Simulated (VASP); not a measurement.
# Lu (P6_3/mmc) in VASP: further runs

The runs below take Lu through single point, with LDA.

All numbers are computed with VASP 6.6.1; they aren't measurements. Logs are shortened: lines on timing, memory, paths and dates and some standing lists are left out, and cuts for length are marked.

## 1. The cell of the first run

Symmetry: P6_3/mmc, No. 194, hexagonal system. The conventional cell has a = 3.382 Å, b = 3.382 Å, c = 5.252 Å, α = 90.00°, β = 90.00°, γ = 120.00°. Within 4.3 Å of Lu (site symmetry -6m2) lie 12 Lu at 3.27 to 3.38 Å.

## 2. Single point, LDA

Contents of INCAR:

```
SYSTEM = Lu
PREC = Accurate ; ENCUT = 520
EDIFF = 1E-6 ; ISMEAR = 1
SIGMA = 1.0 ; LREAL = .FALSE.
LASPH = .TRUE. ; NELM = 100
ALGO = Normal ; ISIF = 2
LWAVE = .FALSE. ; LCHARG = .FALSE.
GGA = CA ; NBANDS = 32
```

Contents of KPOINTS:

```
Automatic mesh
0
G
  11 11 6
  0 0 0
```

Contents of POSCAR:

```
Lu
1.0
    3.3823924653      0.0000000000      0.0000000000
   -1.6911962327      2.9292378005      0.0000000000
    0.0000000000      0.0000000000      5.2524129119
Lu
2
Direct
    0.3333333333      0.6666666667      0.2500000000
    0.6666666667      0.3333333333      0.7500000000
```

Potentials or basis: VASP PAW PBE potentials, release 64 (Lu).

Started as:

```
> cat potpaw_PBE.64/Lu/POTCAR > POTCAR
> mpirun -np 1 vasp_std > vasp.out
```

OUTCAR:

```text
SYSTEM = Lu
   PREC = Accurate
   ENCUT = 520
   EDIFF = 1E-6
   ISMEAR = 1
   LREAL = .FALSE.
   LASPH = .TRUE.
   NELM = 100
   ISIF = 2
   GGA = CA

 ion  position               nearest neighbor table
   1  0.333  0.667  0.250-   2 3.27   2 3.27   2 3.27   2 3.27   2 3.27   2 3.27
   2  0.667  0.333  0.750-   1 3.27   1 3.27   1 3.27   1 3.27   1 3.27   1 3.27

  LATTYP: Found a hexagonal cell.
 ALAT       =     3.3823924653
 C/A-ratio  =     1.5528691498

  Lattice vectors:

 A1 = (   3.3823924653,   0.0000000000,   0.0000000000)
 A2 = (  -1.6911962327,   2.9292378005,   0.0000000000)
 A3 = (   0.0000000000,   0.0000000000,   5.2524129119)

Analysis of symmetry for initial positions (statically):
=====================================================================
 Subroutine PRICEL returns:
 Original cell was already a primitive cell.

 Routine SETGRP: Setting up the symmetry group for a
 hexagonal supercell.

 Subroutine GETGRP returns: Found 24 space group operations
 (whereof 12 operations were pure point group operations)
 out of a pool of 24 trial point group operations.

The static configuration has the point symmetry D_3d.
 The point group associated with its full space group is D_6h.

Analysis of symmetry for dynamics (positions and initial velocities):
=====================================================================
 Subroutine PRICEL returns:
 Original cell was already a primitive cell.

 Routine SETGRP: Setting up the symmetry group for a
 hexagonal supercell.

 Subroutine GETGRP returns: Found 24 space group operations
 (whereof 12 operations were pure point group operations)
 out of a pool of 24 trial point group operations.

The dynamic configuration has the point symmetry D_3d.
 The point group associated with its full space group is D_6h.

 Subroutine INISYM returns: Found 24 space group operations
 (whereof 12 operations are pure point group operations),
 and found     1 'primitive' translations

----------------------------------------------------------------------------------------

                                     Primitive cell

  volume of cell :      52.0400

  direct lattice vectors                    reciprocal lattice vectors
     3.382392465  0.000000000  0.000000000     0.295648719  0.170692868  0.000000000
    -1.691196233  2.929237801  0.000000000     0.000000000  0.341385735  0.000000000
     0.000000000  0.000000000  5.252412912     0.000000000  0.000000000  0.190388687

  length of vectors
[... 75 lines left out ...]
   ICHARG =      2    charge: 1-file 2-atom 10-const
   ISPIN  =      1    spin polarized calculation?
   LNONCOLLINEAR =      F non collinear calculations
   LSORBIT =      F    spin-orbit coupling
   LASPH  =      T    aspherical Exc in radial PAW
   ENCUT  =  520.0 eV  38.22 Ry    6.18 a.u.   6.29  6.29  9.77*2*pi/ulx,y,z
   NELM   =    100;   NELMIN=  2; NELMDL= -5     # of ELM steps
   EDIFF  = 0.1E-05   stopping-criterion for ELM
   LREAL  =      F    real-space projection
   EDIFFG = 0.1E-04   stopping-criterion for IOM
   NSW    =      0    number of steps for IOM
   IBRION =     -1    ionic relax: 0-MD 1-quasi-New 2-CG
   NFREE  =      0    steps in history (QN), initial steepest desc. (CG)
   ISIF   =      2    stress and relaxation
   ISYM   =      2    0-nonsym 1-usesym 2-fastsym
   POTIM  = 0.5000    time-step for ionic-motion
   TEBEG  =    0.0;   TEEND  =   0.0 temperature during run
   PSTRESS=    0.0 pullay stress
   NELECT =      50.0000    total number of electrons
   NUPDOWN=      -1.0000    fix difference up-down
   EMIN   =  10.00;   EMAX   =-10.00  energy-range for DOS
   EFERMI =   0.00;   METHOD = LEGACY
   ISMEAR =     1;   SIGMA  =   1.00  broadening in eV -4-tet -1-fermi 0-gaus
   EFERMI_NEDOS =   21; number of points for ismear=-14 and -15
   IALGO  =     38    algorithm
   IMIX   =      4    mixing-type and parameters
     AMIX     =   0.40;   BMIX     =  1.00
     AMIX_MAG =   1.60;   BMIX_MAG =  1.00
  volume/ion in A,a.u.               =      26.02       175.59
  Fermi-wavevector in a.u.,A,eV,Ry     =   1.615421  3.052703 35.505551  2.609584
  Thomas-Fermi vector in A             =   2.710171
   LORBIT       =      0    0 simple, 1 ext, 2 COOP (PROOUT), +10 PAW based schemes
   GGA     = CA    functional components
   LHFCALC =     F    Hartree Fock is set to
   AEXX    =    0.0000 exact exchange contribution
   IVDW    =     0    specifies the selected vdW correction
   LEPSILON=     F    determine dielectric tensor
   LRPA    =     F    only Hartree local field effects (RPA)
 non-spin polarized calculation
 Methfessel and Paxton  Order N= 1 SIGMA  =   1.00
  energy-cutoff  :      520.00
  volume of cell :       52.04
 maximum number of plane-waves:      1423
 NGX is ok and might be reduce to    28
   NGX = 13   NGY = 13   NGZ = 19

 number of electron      49.9999981 magnetization

 Free energy of the ion-electron system (eV)
  ---------------------------------------------------
  ext. energy  EPLUGINS =         0.00000000
  ---------------------------------------------------
  free energy    TOTEN  =       -10.44572471 eV

  energy without entropy =      -10.37779962  energy(sigma->0) =      -10.42308302

 E-fermi :   2.3716     XC(G=0): -11.5485

 val. band max:        2.3631996640   @ k =   0.4545   0.0909   0.3333
 cond. band min:       2.4048649027   @ k =   0.4545   0.0000   0.3333
 fundamental gap:      0.0416652387
 Fermi energy:         2.3715917219

 k-point     1 :       0.0000    0.0000    0.0000
  band No.  band energies     occupation
      1     -53.3195      2.00000
      2     -53.2555      2.00000
      3     -24.6337      2.00000
      4     -23.9767      2.00000
      5     -23.9767      2.00000
      6     -23.8494      2.00000
[... 829 lines left out ...]
     31       6.4075     -0.00000
     32       7.0209     -0.00000

 [... further k-points ...]
[... 5 lines left out ...]
  --------------------------------------------------------------------------------------
  -------------------------------------------------------------------------------------
  Total        0.0202479      0.0202479      0.2549384     -0.0000000     -0.0000000     -0.0000000
  in kB        0.6233795      0.6233795      7.8488917     -0.0000000     -0.0000000     -0.0000000
  external PRESSURE =       3.0318835 kB  Pullay stress =       0.0000000 kB

 VOLUME and BASIS-vectors are now :
 -----------------------------------------------------------------------------
  energy-cutoff  :      520.00
  volume of cell :       52.04
      direct lattice vectors                 reciprocal lattice vectors
     3.382392465  0.000000000  0.000000000     0.295648719  0.170692868  0.000000000
    -1.691196233  2.929237801  0.000000000     0.000000000  0.341385735  0.000000000
     0.000000000  0.000000000  5.252412912     0.000000000  0.000000000  0.190388687

 POSITION                                       TOTAL-FORCE (eV/Angst)
 -----------------------------------------------------------------------------------
     -0.00000      1.95283      1.31310         0.000000      0.000000      0.000000
      1.69120      0.97641      3.93931        -0.000000     -0.000000      0.000000
 -----------------------------------------------------------------------------------
    total drift:                               -0.000000      0.000000     -0.000000

  FREE ENERGIE OF THE ION-ELECTRON SYSTEM (eV)
  ---------------------------------------------------
  free  energy   TOTEN  =       -10.4457247114 eV

  energy  without entropy=      -10.3777996246  energy(sigma->0) =      -10.42308302
```

OSZICAR:

```text
N       E                     dE             d eps       ncg     rms          rms(c)
DAV:   1     0.231520603425E+03    0.23152E+03   -0.19044E+04  5976   0.508E+03
DAV:   2     0.184700882882E+02   -0.21305E+03   -0.20429E+03  4456   0.551E+02
DAV:   3    -0.845267603557E+01   -0.26923E+02   -0.26406E+02  5880   0.117E+02
DAV:   4    -0.106995497190E+02   -0.22469E+01   -0.22312E+01  6360   0.245E+01
DAV:   5    -0.107634306840E+02   -0.63881E-01   -0.63853E-01  6208   0.430E+00    0.530E+00
DAV:   6    -0.104782756093E+02    0.28516E+00   -0.10800E+00  6264   0.163E+01    0.210E+00
DAV:   7    -0.104496048881E+02    0.28671E-01   -0.13702E-01  5512   0.233E+00    0.585E-01
DAV:   8    -0.104454253405E+02    0.41795E-02   -0.24040E-02  6664   0.106E+00    0.163E-01
DAV:   9    -0.104458406073E+02   -0.41527E-03   -0.19560E-03  5600   0.401E-01    0.110E-01
DAV:  10    -0.104457250277E+02    0.11558E-03   -0.50985E-04  6616   0.258E-01    0.229E-02
DAV:  11    -0.104457247113E+02    0.31640E-06   -0.39732E-05  6264   0.481E-02    0.452E-03
DAV:  12    -0.104457247114E+02   -0.92768E-10   -0.29568E-06  3992   0.129E-02
   1 F= -.10445725E+02 E0= -.10423083E+02  d E =-.679251E-01
```

Wall time 1.7 min (1 thread of Oxide Virtual Turin-like, shared host); peak memory 0.19 GiB.

Results:

- Free energy: -10.4457 eV
- Pressure: 0.3 GPa
- Band gap on the k mesh: zero (band 25 reaches 3.61 eV, above the bottom of band 26 at 1.71 eV)

Caveat: the PAW data sets were made with another functional, which shifts forces and pressure a little; spin-orbit coupling is left out, which moves the levels of the heavy elements.

## 3. Single point, LDA

Contents of INCAR:

```
SYSTEM = Lu
PREC     = Accurate       ! precision mode
ENCUT    = 520            ! plane-wave cutoff, eV
EDIFF    = 1E-7           ! SCF threshold, eV
ISMEAR   = 1              ! smearing method
SIGMA    = 0.01           ! smearing width, eV
LREAL    = .FALSE.        ! projectors in reciprocal space
LASPH    = .TRUE.         ! aspherical terms in the spheres
NELM     = 100            ! most SCF steps
ALGO     = Normal         ! electronic algorithm
ISIF     = 2              ! what is computed and relaxed
LWAVE    = .FALSE.        ! write WAVECAR
LCHARG   = .FALSE.        ! write CHGCAR
GGA      = CA             ! functional
NBANDS   = 32             ! bands
```

Contents of KPOINTS:

```
regular mesh
0
G
  11 11 6
  0 0 0
```

POSCAR is that of step 2.

Potentials or basis: VASP PAW PBE potentials, release 64 (Lu).

Started as:

```
> cat potpaw_PBE.64/Lu/POTCAR > POTCAR
> mpirun -np 1 vasp_std > vasp.out
```

OUTCAR:

```text
SYSTEM = Lu
   PREC = Accurate
   ENCUT = 520
   EDIFF = 1E-7
   ISMEAR = 1
   LREAL = .FALSE.
   LASPH = .TRUE.
   NELM = 100
   ISIF = 2
   GGA = CA

 ion  position               nearest neighbor table
   1  0.333  0.667  0.250-   2 3.27   2 3.27   2 3.27   2 3.27   2 3.27   2 3.27
   2  0.667  0.333  0.750-   1 3.27   1 3.27   1 3.27   1 3.27   1 3.27   1 3.27

  LATTYP: Found a hexagonal cell.
 ALAT       =     3.3823924653
 C/A-ratio  =     1.5528691498

  Lattice vectors:

 A1 = (   3.3823924653,   0.0000000000,   0.0000000000)
 A2 = (  -1.6911962327,   2.9292378005,   0.0000000000)
[... 192 lines left out ...]
      5     -23.9776      2.00000
      6     -23.8505      2.00000
[... 829 lines left out ...]
     31       6.4056      0.00000
     32       7.0218      0.00000

 [... further k-points ...]
[... 5 lines left out ...]
  --------------------------------------------------------------------------------------
  -------------------------------------------------------------------------------------
  Total        0.0555211      0.0555211     -0.1878442     -0.0000000      0.0000000      0.0000000
  in kB        1.7093516      1.7093516     -5.7832362     -0.0000000      0.0000000      0.0000000
  external PRESSURE =      -0.7881777 kB  Pullay stress =       0.0000000 kB

 VOLUME and BASIS-vectors are now :
 -----------------------------------------------------------------------------
  energy-cutoff  :      520.00
  volume of cell :       52.04
      direct lattice vectors                 reciprocal lattice vectors
     3.382392465  0.000000000  0.000000000     0.295648719  0.170692868  0.000000000
    -1.691196233  2.929237801  0.000000000     0.000000000  0.341385735  0.000000000
     0.000000000  0.000000000  5.252412912     0.000000000  0.000000000  0.190388687

 POSITION                                       TOTAL-FORCE (eV/Angst)
 -----------------------------------------------------------------------------------
     -0.00000      1.95283      1.31310         0.000000      0.000000      0.000000
      1.69120      0.97641      3.93931        -0.000000     -0.000000      0.000000
 -----------------------------------------------------------------------------------
    total drift:                               -0.000000      0.000000     -0.000000

  FREE ENERGIE OF THE ION-ELECTRON SYSTEM (eV)
  ---------------------------------------------------
  free  energy   TOTEN  =       -10.3949866778 eV

  energy  without entropy=      -10.3949413437  energy(sigma->0) =      -10.39497157
```

OSZICAR:

```text
N       E                     dE             d eps       ncg     rms          rms(c)
DAV:   1     0.231520845124E+03    0.23152E+03   -0.19044E+04  5976   0.508E+03
DAV:   2     0.185186797765E+02   -0.21300E+03   -0.20437E+03  4456   0.550E+02
DAV:   3    -0.840272622603E+01   -0.26921E+02   -0.26387E+02  5880   0.117E+02
DAV:   4    -0.106469940045E+02   -0.22443E+01   -0.22270E+01  6360   0.245E+01
DAV:   5    -0.107110767731E+02   -0.64083E-01   -0.64061E-01  6208   0.431E+00    0.532E+00
DAV:   6    -0.104268415651E+02    0.28424E+00   -0.10822E+00  6272   0.163E+01    0.210E+00
DAV:   7    -0.103987463182E+02    0.28095E-01   -0.13578E-01  5496   0.232E+00    0.586E-01
DAV:   8    -0.103946941361E+02    0.40522E-02   -0.23906E-02  6680   0.105E+00    0.162E-01
DAV:   9    -0.103950847280E+02   -0.39059E-03   -0.16593E-03  5648   0.363E-01    0.909E-02
DAV:  10    -0.103949875965E+02    0.97132E-04   -0.44749E-04  6768   0.225E-01    0.254E-02
DAV:  11    -0.103949867418E+02    0.85473E-06   -0.32702E-05  6160   0.439E-02    0.308E-03
DAV:  12    -0.103949866859E+02    0.55879E-07   -0.21879E-06  4712   0.951E-03    0.132E-03
DAV:  13    -0.103949866778E+02    0.81272E-08   -0.10163E-07  3688   0.245E-03
   1 F= -.10394987E+02 E0= -.10394972E+02  d E =-.453340E-04
```

stdout:

```text
POSCAR found type information on POSCAR Lu
 POSCAR found :  1 types and       2 ions
 scaLAPACK will be used
 -----------------------------------------------------------------------------
|                                                                             |
|                                                                             |
|     You enforced a specific xc type in the INCAR file but a different       |
|     I HOPE YOU KNOW WHAT YOU ARE DOING!                                     |
|                                                                             |
 -----------------------------------------------------------------------------

 LDA part: xc-table for (Slater(with rela. corr.)+CA(PZ))
 , standard interpolation
 POSCAR, INCAR and KPOINTS ok, starting setup
 FFT: planning ... GRIDC
 FFT: planning ... GRID_SOFT
 FFT: planning ... GRID
 WAVECAR not read
 entering main loop
```

Run time: 2.3 min. Hardware: 1 thread of Oxide Virtual Turin-like, shared host; peak memory 0.18 GiB.

Results:

| Property | Result |
| --- | --- |
| Free energy | -10.3950 eV |
| Pressure | -0.1 GPa |
| Band gap on the k mesh | zero (band 25 reaches 3.62 eV, above the bottom of band 26 at 1.71 eV) |

Caveat: the PAW data sets were made with another functional, which shifts forces and pressure a little; spin-orbit coupling is left out, which moves the levels of the heavy elements.
